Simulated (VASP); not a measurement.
W:

```
W
1.0
    -1.60317    1.60317    1.60317
     1.60317   -1.60317    1.60317
     1.60317    1.60317   -1.60317
W
1
Direct
  0.00000 0.00000 0.00000
```

Base run:

```yaml
Program: VASP 6.6.1
Functional: LDA
Potentials_or_basis: VASP PAW LDA potentials, release 64 (W_sv)
Cutoff: 520 eV
k_mesh: 12 × 12 × 12
Occupations: fermi-dirac, width 0.05 eV
Spin: no spin polarisation
```

Its results: pressure -18.1 GPa.

Problem. The run is repeated on the same cell with these changes: spin from no spin polarisation to non-collinear spin, zero start, spin-orbit coupling; further incar settings from ALGO = Normal; EDIFF = 1e-06; NBANDS = 13 to ALGO = Normal; EDIFF = 1e-06; NBANDS = 25. What comes out?

Solution. Pressure -16.9 GPa; net moment 0.00 μB per cell.
